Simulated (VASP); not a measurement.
# Te2Mo (P6_3/mmc) in VASP: further runs

The runs below take Te2Mo through single point, with PBEsol.

All numbers are computed with VASP 6.6.1; they aren't measurements. Logs are shortened: lines on timing, memory, paths and dates and some standing lists are left out, and cuts for length are marked.

**1. The cell of the first run**

The structure is hexagonal, space group P6_3/mmc (No. 194). Conventional cell: a = 3.407 Å, b = 3.407 Å, c = 13.308 Å, α = 90.00°, β = 90.00°, γ = 120.00°. Within 3.4 Å of Te (site symmetry 3m) lie 3 Mo at 2.61 Å. Within 3.4 Å of Mo (site symmetry -6m2) lie 6 Te at 2.61 Å.

**2. Single point, PBEsol (strain -0.025 along x and y, -0.050 along z)**

INCAR reads:

```
PREC = Accurate ; ENCUT = 520
EDIFF = 1E-6 ; ISMEAR = 0
SIGMA = 0.05 ; LREAL = F
LASPH = T ; NELM = 80
ALGO = Normal ; ISIF = 2
LWAVE = F ; LCHARG = T
GGA = PS ; LELF = T
LVHAR = T ; NBANDS = 35
```

KPOINTS reads:

```
regular mesh
0
Gamma
  12 12 2
```

POSCAR reads:

```
Te2Mo
1.0
    3.4066443866      0.0000000000      0.0000000000
   -1.7033221933      2.9502405805      0.0000000000
    0.0000000000      0.0000000000     13.3081120128
Te Mo
4 2
Direct
    0.3333333333      0.6666666667      0.6211281373
    0.6666666667      0.3333333333      0.1211281373
    0.3333333333      0.6666666667      0.8788718627
    0.6666666667      0.3333333333      0.3788718627
    0.3333333333      0.6666666667      0.2500000000
    0.6666666667      0.3333333333      0.7500000000
```

Potentials or basis: VASP PAW PBE potentials, release 64 (Te, Mo_sv).

On the command line:

```console
$ cat potpaw_PBE.64/Te/POTCAR potpaw_PBE.64/Mo_sv/POTCAR > POTCAR
$ mpirun -np 1 vasp_std > vasp.out
```

OUTCAR:

```text
PREC = Accurate
   ENCUT = 520
   EDIFF = 1E-6
   ISMEAR = 0
   LREAL = F
   LASPH = T
   NELM = 80
   ISIF = 2
   GGA = PS

 ion  position               nearest neighbor table
   1  0.333  0.667  0.621-   6 2.61   6 2.61   6 2.61   3 3.43
   2  0.667  0.333  0.121-   5 2.61   5 2.61   5 2.61   4 3.43
   3  0.333  0.667  0.879-   6 2.61   6 2.61   6 2.61   1 3.43
   4  0.667  0.333  0.379-   5 2.61   5 2.61   5 2.61   2 3.43
   5  0.333  0.667  0.250-   2 2.61   4 2.61   2 2.61   4 2.61   2 2.61   4 2.61
   6  0.667  0.333  0.750-   1 2.61   3 2.61   1 2.61   3 2.61   1 2.61   3 2.61

  LATTYP: Found a hexagonal cell.
 ALAT       =     3.4066443866
 C/A-ratio  =     3.9065163553

  Lattice vectors:

 A1 = (   3.4066443866,   0.0000000000,   0.0000000000)
 A2 = (  -1.7033221933,   2.9502405805,   0.0000000000)
 A3 = (   0.0000000000,   0.0000000000,  13.3081120128)

Analysis of symmetry for initial positions (statically):
=====================================================================
 Subroutine PRICEL returns:
 Original cell was already a primitive cell.

 Routine SETGRP: Setting up the symmetry group for a
 hexagonal supercell.

 Subroutine GETGRP returns: Found 24 space group operations
 (whereof 12 operations were pure point group operations)
 out of a pool of 24 trial point group operations.

The static configuration has the point symmetry D_3d.
 The point group associated with its full space group is D_6h.

Analysis of symmetry for dynamics (positions and initial velocities):
=====================================================================
 Subroutine PRICEL returns:
 Original cell was already a primitive cell.

 Routine SETGRP: Setting up the symmetry group for a
 hexagonal supercell.

 Subroutine GETGRP returns: Found 24 space group operations
 (whereof 12 operations were pure point group operations)
 out of a pool of 24 trial point group operations.

The dynamic configuration has the point symmetry D_3d.
 The point group associated with its full space group is D_6h.

 Subroutine INISYM returns: Found 24 space group operations
 (whereof 12 operations are pure point group operations),
 and found     1 'primitive' translations

----------------------------------------------------------------------------------------

                                     Primitive cell

  volume of cell :     133.7521

  direct lattice vectors                    reciprocal lattice vectors
     3.406644387  0.000000000  0.000000000     0.293543994  0.169477704  0.000000000
    -1.703322193  2.950240581  0.000000000     0.000000000  0.338955408  0.000000000
     0.000000000  0.000000000 13.308112013     0.000000000  0.000000000  0.075142139

  length of vectors
     3.406644387  3.406644387 13.308112013     0.338955408  0.338955408  0.075142139

  position of ions in fractional coordinates (direct lattice)
     0.333333333  0.666666667  0.621128137
     0.666666667  0.333333333  0.121128137
     0.333333333  0.666666667  0.878871863
     0.666666667  0.333333333  0.378871863
     0.333333333  0.666666667  0.250000000
     0.666666667  0.333333333  0.750000000

  ion indices of the primitive-cell ions
   primitive index   ion index
                 1           1
                 2           2
                 3           3
                 4           4
                 5           5
                 6           6

----------------------------------------------------------------------------------------

 KPOINTS: regular mesh

Automatic generation of k-mesh.
 Grid dimensions read from file:
 generate k-points for:   12   12    2

 Generating k-lattice:

  Cartesian coordinates                     Fractional coordinates (reciprocal lattice)
     0.024462000  0.014123142  0.000000000     0.083333333  0.000000000  0.000000000
     0.000000000  0.028246284  0.000000000     0.000000000  0.083333333  0.000000000
     0.000000000  0.000000000  0.037571069     0.000000000  0.000000000  0.500000000

  Length of vectors
     0.028246284  0.028246284  0.037571069

  Shift w.r.t. Gamma in fractional coordinates (k-lattice)
     0.000000000  0.000000000  0.000000000

 Subroutine IBZKPT returns following result:
 ===========================================

 Found     38 irreducible k-points:

 Following reciprocal coordinates:
            Coordinates               Weight
  0.000000  0.000000  0.000000      1.000000
  0.083333  0.000000  0.000000      6.000000
  0.166667  0.000000  0.000000      6.000000
  0.250000  0.000000  0.000000      6.000000
  0.333333  0.000000  0.000000      6.000000
  0.416667  0.000000  0.000000      6.000000
[... 16 lines left out ...]
  0.250000  0.000000  0.500000      6.000000
  0.333333  0.000000  0.500000      6.000000
 [... further k-points ...]
   k-points           NKPTS =     38   k-points in BZ     NKDIM =     38   number of bands    NBANDS=     35
   number of dos      NEDOS =    301   number of ions     NIONS =      6
   total plane-waves  NPLWV =  78400
   dimension x,y,z NGX =    28 NGY =   28 NGZ =  100
   dimension x,y,z NGXF=    56 NGYF=   56 NGZF=  200
   ions per type =               4   2
   NGX,Y,Z   is equivalent  to a cutoff of  13.66, 13.66, 12.49 a.u.
   NGXF,Y,Z  is equivalent  to a cutoff of  27.33, 27.33, 24.98 a.u.
 SYSTEM =  unknown system
   PREC   = accura    normal or accurate (medium, high low for compatibility)
   ISTART =      0    job   : 0-new  1-cont  2-samecut
   ICHARG =      2    charge: 1-file 2-atom 10-const
   ISPIN  =      1    spin polarized calculation?
   LNONCOLLINEAR =      F non collinear calculations
   LSORBIT =      F    spin-orbit coupling
   LASPH  =      T    aspherical Exc in radial PAW
   ENCUT  =  520.0 eV  38.22 Ry    6.18 a.u.   6.33  6.33 24.74*2*pi/ulx,y,z
   NELM   =     80;   NELMIN=  2; NELMDL= -5     # of ELM steps
   EDIFF  = 0.1E-05   stopping-criterion for ELM
   LREAL  =      F    real-space projection
   EDIFFG = 0.1E-04   stopping-criterion for IOM
   NSW    =      0    number of steps for IOM
   IBRION =     -1    ionic relax: 0-MD 1-quasi-New 2-CG
   NFREE  =      0    steps in history (QN), initial steepest desc. (CG)
   ISIF   =      2    stress and relaxation
   ISYM   =      2    0-nonsym 1-usesym 2-fastsym
   POTIM  = 0.5000    time-step for ionic-motion
   TEBEG  =    0.0;   TEEND  =   0.0 temperature during run
   PSTRESS=    0.0 pullay stress
   NELECT =      52.0000    total number of electrons
   NUPDOWN=      -1.0000    fix difference up-down
   EMIN   =  10.00;   EMAX   =-10.00  energy-range for DOS
   EFERMI =   0.00;   METHOD = LEGACY
   ISMEAR =     0;   SIGMA  =   0.05  broadening in eV -4-tet -1-fermi 0-gaus
   EFERMI_NEDOS =   21; number of points for ismear=-14 and -15
   IALGO  =     38    algorithm
   IMIX   =      4    mixing-type and parameters
     AMIX     =   0.40;   BMIX     =  1.00
     AMIX_MAG =   1.60;   BMIX_MAG =  1.00
  volume/ion in A,a.u.               =      22.29       150.43
  Fermi-wavevector in a.u.,A,eV,Ry     =   1.194838  2.257917 19.424194  1.427638
  Thomas-Fermi vector in A             =   2.330818
   LORBIT       =      0    0 simple, 1 ext, 2 COOP (PROOUT), +10 PAW based schemes
   GGA     = PS    functional components
   LHFCALC =     F    Hartree Fock is set to
   AEXX    =    0.0000 exact exchange contribution
   IVDW    =     0    specifies the selected vdW correction
   LEPSILON=     F    determine dielectric tensor
   LRPA    =     F    only Hartree local field effects (RPA)
 non-spin polarized calculation
 Gauss-broadening in eV      SIGMA  =   0.05
  energy-cutoff  :      520.00
  volume of cell :      133.75
 maximum number of plane-waves:      3638
 NGX is ok and might be reduce to    28
   NGX = 13   NGY = 13   NGZ = 49

 number of electron      52.0000003 magnetization

 Free energy of the ion-electron system (eV)
  ---------------------------------------------------
  ext. energy  EPLUGINS =         0.00000000
  ---------------------------------------------------
  free energy    TOTEN  =       -38.75788099 eV

  energy without entropy =      -38.75788099  energy(sigma->0) =      -38.75788099

 E-fermi :  10.0452     XC(G=0): -11.1182

 val. band max:        9.7972746704   @ k =   0.0833   0.0833   0.0000
 cond. band min:      10.3155427442   @ k =   0.2500   0.1667   0.0000
 fundamental gap:      0.5182680738
 Fermi energy:        10.0452109034

 k-point     1 :       0.0000    0.0000    0.0000
  band No.  band energies     occupation
      1     -51.0585      2.00000
      2     -51.0585      2.00000
      3     -25.3551      2.00000
      4     -25.3551      2.00000
      5     -25.1615      2.00000
      6     -25.1615      2.00000
[... 27 lines left out ...]
     34      13.5966      0.00000
     35      15.7867      0.00000

 k-point     2 :       0.0833    0.0000    0.0000
  band No.  band energies     occupation
      1     -51.0574      2.00000
      2     -51.0574      2.00000
      3     -25.3517      2.00000
      4     -25.3517      2.00000
      5     -25.1754      2.00000
      6     -25.1754      2.00000
[... 27 lines left out ...]
     34      13.3551      0.00000
     35      16.2703      0.00000

 k-point     3 :       0.1667    0.0000    0.0000
  band No.  band energies     occupation
      1     -51.0542      2.00000
      2     -51.0542      2.00000
      3     -25.3425      2.00000
      4     -25.3424      2.00000
      5     -25.2134      2.00000
      6     -25.2134      2.00000
[... 27 lines left out ...]
     34      13.5038      0.00000
     35      16.4051      0.00000
[... 723 lines left out ...]
 k-point    23 :       0.2500    0.0000    0.5000
  band No.  band energies     occupation
      1     -51.0500      2.00000
      2     -51.0500      2.00000
      3     -25.3297      2.00000
      4     -25.3297      2.00000
      5     -25.2648      2.00000
      6     -25.2648      2.00000
[... 27 lines left out ...]
     34      13.5235      0.00000
     35      15.8240      0.00000

 k-point    24 :       0.3333    0.0000    0.5000
  band No.  band energies     occupation
      1     -51.0457      2.00000
      2     -51.0457      2.00000
      3     -25.3170      2.00000
      4     -25.3170      2.00000
      5     -25.3156      2.00000
      6     -25.3156      2.00000
[... 27 lines left out ...]
     34      13.6254      0.00000
     35      14.9221      0.00000

 [... further k-points ...]
[... 5 lines left out ...]
  --------------------------------------------------------------------------------------
  -------------------------------------------------------------------------------------
  Total       10.0485056     10.0485056     15.6196221     -0.0000000      0.0000000      0.0000000
  in kB      120.3680933    120.3680933    187.1028596     -0.0000000      0.0000000      0.0000000
  external PRESSURE =     142.6130154 kB  Pullay stress =       0.0000000 kB

 VOLUME and BASIS-vectors are now :
 -----------------------------------------------------------------------------
  energy-cutoff  :      520.00
  volume of cell :      133.75
      direct lattice vectors                 reciprocal lattice vectors
     3.406644387  0.000000000  0.000000000     0.293543994  0.169477704  0.000000000
    -1.703322193  2.950240581  0.000000000     0.000000000  0.338955408  0.000000000
     0.000000000  0.000000000 13.308112013     0.000000000  0.000000000  0.075142139

 POSITION                                       TOTAL-FORCE (eV/Angst)
 -----------------------------------------------------------------------------------
     -0.00000      1.96683      8.26604         0.000000     -0.000000     -2.014029
      1.70332      0.98341      1.61199        -0.000000      0.000000     -2.014029
     -0.00000      1.96683     11.69613         0.000000     -0.000000      2.014029
      1.70332      0.98341      5.04207        -0.000000      0.000000      2.014029
     -0.00000      1.96683      3.32703        -0.000000      0.000000      0.000000
      1.70332      0.98341      9.98108         0.000000     -0.000000      0.000000
 -----------------------------------------------------------------------------------
    total drift:                               -0.000000      0.000000     -0.000000

  FREE ENERGIE OF THE ION-ELECTRON SYSTEM (eV)
  ---------------------------------------------------
  free  energy   TOTEN  =       -38.7578809939 eV

  energy  without entropy=      -38.7578809939  energy(sigma->0) =      -38.75788099
```

Wall time 1.9 min (1 thread of Intel Xeon 6975P-C (Granite Rapids), shared host); peak memory 0.33 GiB.

Results:

- Free energy: -38.7579 eV
- Pressure: 14.3 GPa
- Largest force: 2.014 eV/Å
- Band gap on the k mesh: 0.52 eV, indirect (least direct gap 1.13 eV)

Forces on the atoms (eV/Å):
```
Te   0.000  0.000 -2.014
Te   0.000  0.000 -2.014
Te   0.000  0.000  2.014
Te   0.000  0.000  2.014
Mo   0.000  0.000  0.000
Mo   0.000  0.000  0.000
```

Stress tensor (GPa, compression positive):
```
12.04  0.00  0.00
 0.00 12.04  0.00
 0.00  0.00 18.71
```

Caveat: the cell differs from its parent crystal (strain -0.025 along x and y, -0.050 along z); the PAW data sets were made with another functional, which shifts forces and pressure a little; spin-orbit coupling is left out, which moves the levels of the heavy elements; this functional lacks dispersion, which binds the layers, so the pressure and a relaxed spacing across them are unreliable.

(Part 1 of 2 ends here.)
